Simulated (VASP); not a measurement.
A run of VASP 6.6.1:

File POSCAR:

```
Mo
1.0
   -1.5764210372      1.5764210372      1.5764210372
    1.5764210372     -1.5764210372      1.5764210372
    1.5764210372      1.5764210372     -1.5764210372
Mo
1
Direct
    0.0000000000      0.0000000000      0.0000000000
```

The input INCAR.step1:

```
SYSTEM = Mo
ALGO = Normal
EDIFF = 1E-4
ENCUT = 520
GGA = PE
ISMEAR = 0
LASPH = .TRUE.
LCHARG = .FALSE.
LREAL = .FALSE.
LWAVE = .TRUE.
NBANDS = 13
NELM = 100
PREC = Accurate
SIGMA = 0.03
```

INCAR.step2

```
SYSTEM = Mo
ALGO = Normal
EDIFF = 1E-6
ENCUT = 520
ISIF = 2
ISMEAR = 0
ISTART = 1
LASPH = .TRUE.
LCHARG = .TRUE.
LELF = .TRUE.
LMIXTAU = .TRUE.
LREAL = .FALSE.
LVHAR = .TRUE.
LWAVE = .FALSE.
METAGGA = R2SCAN
NBANDS = 13
NELM = 100
PREC = Accurate
SIGMA = 0.03
```

KPOINTS

```
k-points
0
G
  14 14 14
  0 0 0
```

Potentials or basis: VASP PAW PBE potentials, release 64 (Mo_sv).

Launch:

```bash
$ cat potpaw_PBE.64/Mo_sv/POTCAR > POTCAR
$ cp INCAR.step1 INCAR
$ mpirun -np 1 vasp_std > vasp.out
$ cp INCAR.step2 INCAR
$ mpirun -np 1 vasp_std > vasp.out
```

Hardware: 1 thread of Intel(R) Xeon(R) Platinum 8559C (Emerald Rapids), on a shared host.

Question: How long does it take, and how much memory?

Answer: Wall time 35 s on 1 thread of Intel(R) Xeon(R) Platinum 8559C (Emerald Rapids) (shared host), peak memory 0.14 GiB. Counts: k points 104.
